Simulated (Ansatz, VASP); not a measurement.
# CuO in VASP and in Ansatz

INCAR

```
PREC = Accurate
ENCUT = 520
EDIFF = 1E-6
ISMEAR = -1
SIGMA = 0.05
LREAL = F
LASPH = T
NELM = 80
ALGO = Normal
ISIF = 2
LWAVE = F
LCHARG = F
GGA = PE
NBANDS = 16
```

Contents of KPOINTS:

```
regular mesh
0
Gamma
  6 6 6
```

File POSCAR:

```
CuO
1.0
    0.0000000000      2.3272527300      2.3272527300
    2.3272527300      0.0000000000      2.3272527300
    2.3272527300      2.3272527300      0.0000000000
Cu O
1 1
Direct
    0.0000000000      0.0000000000      0.0000000000
    0.2500000000      0.2500000000      0.2500000000
```

Contents of input.yaml:

```yaml
crystal:
  lattice:
    - [0.0, 2.32725273, 2.32725273]
    - [2.32725273, 0.0, 2.32725273]
    - [2.32725273, 2.32725273, 0.0]
  atoms:
    - { symbol: Cu, position: [0.0, 0.0, 0.0] }
    - { symbol: O, position: [0.25, 0.25, 0.25] }
hamiltonian:
  xc: pbe
  pseudopotentials: { kind: paw }
kpoints:
  mp_grid: { grid: [6, 6, 6] }
  band_path:
    path:
      - [[0.0, 0.0, 0.0], [0.5, 0.0, 0.5], [0.5, 0.25, 0.75], [0.375, 0.375, 0.75], [0.0, 0.0, 0.0], [0.5, 0.5, 0.5], [0.625, 0.25, 0.625], [0.5, 0.25, 0.75], [0.5, 0.5, 0.5], [0.375, 0.375, 0.75]]
      - [[0.625, 0.25, 0.625], [0.5, 0.0, 0.5]]
    npoints: 14
scf:
  occupations: { method: fermi_dirac, width: 0.05 }
  n_extra_bands: 6
output:
  forces: true
  stress: true
  eigenvalues: true
  fatbands: false
```

Alike in both runs: functional PBE; k mesh 6 × 6 × 6; occupations fermi-dirac, width 0.05 eV; no spin polarisation.

|  | VASP | Ansatz |
| --- | --- | --- |
| version | VASP 6.6.1 | Ansatz 0.2.0 |
| potentials or method | VASP PAW PBE potentials, release 64 (Cu, O) | Ansatz PAW |
| plane-wave cutoff (eV) | 520 | 420 |
| valence electrons in the cell | 17 | 25 |
| task | single point | band structure |

VASP gave:

* gap on the k mesh at the Fermi level (eV): none
* pressure (GPa): -9.0

Question: Estimate Ansatz's values.

Answer: gap on the k mesh at the Fermi level (eV): none; pressure (GPa): -9.5.

A gap of «none» marks a metal or a gap that the smearing closes. VASP's potentials hold 17 valence electrons a cell and Ansatz's 25, so a difference there can come from the potentials and not from the codes.

The k mesh is coarse, so the values compare programs but aren't converged.
